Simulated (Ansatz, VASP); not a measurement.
## Zn7O: VASP beside Ansatz

```
Zn O
1.0
     4.56194    0.00000    0.00000
    -2.28097    3.95076    0.00000
     0.00000    0.00000    7.45879
Zn O
7 1
Direct
  0.65809 0.00000 0.29012
  0.00000 0.65809 0.29012
  0.34191 0.34191 0.29012
  0.00000 0.34191 0.70988
  0.34191 0.00000 0.70988
  0.65809 0.65809 0.70988
  0.00000 0.00000 0.00000
  0.00000 0.00000 0.50000
```

Alike in both runs: functional PBE; k mesh 12 × 12 × 4; occupations gaussian, width 0.1 eV; no spin polarisation.

Ansatz relaxed the structure, and its values are those at the end. VASP's run is a single point on that final structure, the one shown.

```csv
,VASP,Ansatz
version,VASP 6.6.1,Ansatz 0.2.0
potentials or method,"VASP PAW PBE potentials, release 64 (Zn, O), cutoff 520 eV","scalar-relativistic, plane waves, PAW"
valence electrons in the cell,90,90
```

Ansatz gave:

| Quantity | Value |
| --- | --- |
| gap on the k mesh at the Fermi level (eV) | none |
| pressure (GPa) | 0.0 |
| rms of the force components (eV/Å) | 0.000 |

Problem. Estimate VASP's values.

Solution. gap on the k mesh at the Fermi level (eV): none; pressure (GPa): 0.3; rms of the force components (eV/Å): 0.009.

A gap of «none» marks a metal or a gap that the smearing closes.
